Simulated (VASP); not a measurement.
Here is a VASP 6.6.1 calculation.

INCAR

```
SYSTEM = Al2Cu
PREC     = Accurate       ! precision mode
ENCUT    = 520            ! plane-wave cutoff, eV
EDIFF    = 1E-6           ! SCF threshold, eV
ISMEAR   = 0              ! smearing method
SIGMA    = 0.15           ! smearing width, eV
LREAL    = .False.        ! projectors in reciprocal space
LASPH    = .True.         ! aspherical terms in the spheres
NELM     = 80             ! most SCF steps
ALGO     = Fast           ! electronic algorithm
ISIF     = 2              ! what is computed and relaxed
LWAVE    = .False.        ! write WAVECAR
LCHARG   = .False.        ! write CHGCAR
GGA      = PE             ! functional
NBANDS   = 16             ! bands
```

Contents of KPOINTS:

```
regular mesh
0
Gamma
  14 14 14
  0 0 0
```

The input POSCAR:

```
Al2Cu
1.0
   -1.9969049054      1.9969049054      2.7468500000
    1.9969049054     -1.9969049054      2.7468500000
    1.9969049054      1.9969049054     -2.7468500000
Al Cu
2 1
Direct
    0.7500000000      0.2500000000      0.5000000000
    0.2500000000      0.7500000000      0.5000000000
    0.5000000000      0.5000000000      0.0000000000
```

Potentials or basis: VASP PAW PBE potentials, release 64 (Al, Cu).

Launch:

```bash
$ cat potpaw_PBE.64/Al/POTCAR potpaw_PBE.64/Cu/POTCAR > POTCAR
$ mpirun -np 1 vasp_std > vasp.out
```

Task: What does it give for the band gap on the k mesh?

Result: Zero (an odd number of electrons rules out a gap without spin polarisation).

Task: Estimate the pressure.

Result: 12.1 GPa.

Stress tensor (GPa, compression positive):
```
10.90  0.00  0.00
 0.00 10.90  0.00
 0.00  0.00 14.36
```

Caveat: the cell stands under pressure.
